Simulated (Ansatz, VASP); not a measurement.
## Two plane-wave programs on TaVN2

File INCAR:

```
SYSTEM = TaVN2
PREC = Accurate
ENCUT = 520
EDIFF = 1E-7
ISMEAR = 0
SIGMA = 0.1
LREAL = .False.
LASPH = .True.
NELM = 150
ALGO = Normal
ISIF = 2
LWAVE = .False.
LCHARG = .False.
ISPIN = 2
MAGMOM = 0 2 0 0
LORBIT = 11
LMAXMIX = 4
GGA = PE
NBANDS = 29
```

File KPOINTS:

```
regular mesh
0
Gamma
  6 6 6
  0 0 0
```

File POSCAR:

```
TaVN2
1.0
   -1.8726028000      1.8726028000      3.8136341800
    1.8726028000     -1.8726028000      3.8136341800
    1.8726028000      1.8726028000     -3.8136341800
Ta V N
1 1 2
Direct
    0.0000000000      0.0000000000      0.0000000000
    0.5000000000      0.5000000000      0.0000000000
    0.6884929400      0.6884929400      0.0000000000
    0.3115070600      0.3115070600      0.0000000000
```

Input for Ansatz:

```yaml
crystal:
  lattice:
    - [-1.8726028, 1.8726028, 3.81363418]
    - [1.8726028, -1.8726028, 3.81363418]
    - [1.8726028, 1.8726028, -3.81363418]
  atoms:
    - { symbol: Ta, position: [0.0, 0.0, 0.0] }
    - { symbol: V, position: [0.5, 0.5, 0.0], spin: 2.0 }
    - { symbol: "N", position: [0.68849294, 0.68849294, 0.0] }
    - { symbol: "N", position: [0.31150706, 0.31150706, 0.0] }
basis:
  ecutwfc: 420
kpoints:
  mp_grid: { grid: [6, 6, 6] }
hamiltonian:
  xc: pbe
scf:
  occupations: { method: gaussian, width: 0.1 }
  lower_state_search: "off"
output:
  forces: true
  stress: true
  eigenvalues: true
  populations: true
magnetization:
  spin_polarized: true
```

Alike in both runs: task single point; functional PBE; k mesh 6 × 6 × 6; occupations gaussian, width 0.1 eV; collinear spin.

|  | VASP | Ansatz |
| --- | --- | --- |
| version | VASP 6.6.1 | Ansatz 0.2.0 |
| potentials or method | VASP PAW PBE potentials, release 64 (Ta_pv, V_sv, N), cutoff 520 eV | scalar-relativistic, plane waves, PAW |
| valence electrons in the cell | 34 | 36 |

Ansatz gave:

```
gap on the k mesh at the Fermi level (eV) : none
rms of the force components (eV/Å)        : 7.974
net moment per atom (μB)                  : 0.00
```

**Question.** Estimate VASP's values.

**Answer.** gap on the k mesh at the Fermi level (eV): none; rms of the force components (eV/Å): 8.414; net moment per atom (μB): 0.00.

Atom by atom the forces differ by 0.441 eV/Å (rms over components). A gap of «none» marks a metal or a gap that the smearing closes. The functional is the same, so the differences come from potentials, cutoffs and numerics. VASP's potentials hold 34 valence electrons a cell and Ansatz's 36, so a difference there can come from the potentials and not from the codes. Ansatz's warnings: seeded moment not kept.

The k mesh is coarse, so the values compare programs but aren't converged. Neither program's run includes spin-orbit coupling.
